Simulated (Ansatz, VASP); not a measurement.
# SiC in VASP and in Ansatz

INCAR

```
SYSTEM = SiC
PREC = Accurate
ENCUT = 520
EDIFF = 1E-7
ISMEAR = 0
SIGMA = 0.05
LREAL = .False.
LASPH = .True.
NELM = 80
ALGO = Normal
ISIF = 2
LWAVE = .False.
LCHARG = .False.
GGA = PE
NBANDS = 16
```

File KPOINTS:

```
Automatic mesh
0
Gamma
  12 12 6
  0 0 0
```

The input POSCAR:

```
SiC
1.0
    3.1200190218      0.0000000000      0.0000000000
   -1.5600095109      2.7020157332      0.0000000000
    0.0000000000      0.0000000000      4.9832943816
Si C
2 2
Direct
    0.3333333333      0.6666666667      0.0045639005
    0.6666666667      0.3333333333      0.5045639005
    0.3333333333      0.6666666667      0.3506168194
    0.6666666667      0.3333333333      0.8506168194
```

Input for Ansatz:

```yaml
crystal:
  lattice:
    - [3.1200190218, 0.0, 0.0]
    - [-1.5600095109, 2.7020157332, 0.0]
    - [0.0, 0.0, 4.9832943816]
  atoms:
    - { symbol: Si, position: [0.3333333333, 0.6666666667, 0.0045639005] }
    - { symbol: Si, position: [0.6666666667, 0.3333333333, 0.5045639005] }
    - { symbol: C, position: [0.3333333333, 0.6666666667, 0.3506168194] }
    - { symbol: C, position: [0.6666666667, 0.3333333333, 0.8506168194] }
basis:
  ecutwfc: 520.0
kpoints:
  mp_grid: { grid: [12, 12, 6] }
hamiltonian:
  xc: pbe
  pseudopotentials: { kind: paw, azcp: { folder: soft_1 } }
scf:
  occupations: { method: gaussian, width: 0.05 }
output:
  forces: true
  stress: true
  eigenvalues: true
```

Alike in both runs: task single point; functional PBE; k mesh 12 × 12 × 6; occupations gaussian, width 0.05 eV; no spin polarisation.

|  | VASP | Ansatz |
| --- | --- | --- |
| version | VASP 6.6.1 | Ansatz 0.2.0 |
| potentials or method | VASP PAW PBE potentials, release 64 (Si, C), cutoff 520 eV | scalar-relativistic, plane waves, PAW |
| valence electrons in the cell | 16 | 16 |

|  | VASP | Ansatz | Ansatz less VASP |
| --- | --- | --- | --- |
| gap on the k mesh at the Fermi level (eV) | 1.43 | 1.44 | +0.003 |
| least direct gap on the mesh (eV) | 3.41 | 3.42 | +0.005 |
| pressure (GPa) | 5.0 | 5.0 | +0.06 |
| traceless stress, the component that is largest in VASP (GPa) | 28.38 | 28.37 | -0.011 |
| rms of the force components (eV/Å) | 2.422 | 2.423 | +0.0016 |

Atom by atom the forces differ by 0.002 eV/Å (rms over components). The functional is the same, so the differences come from potentials, cutoffs and numerics.
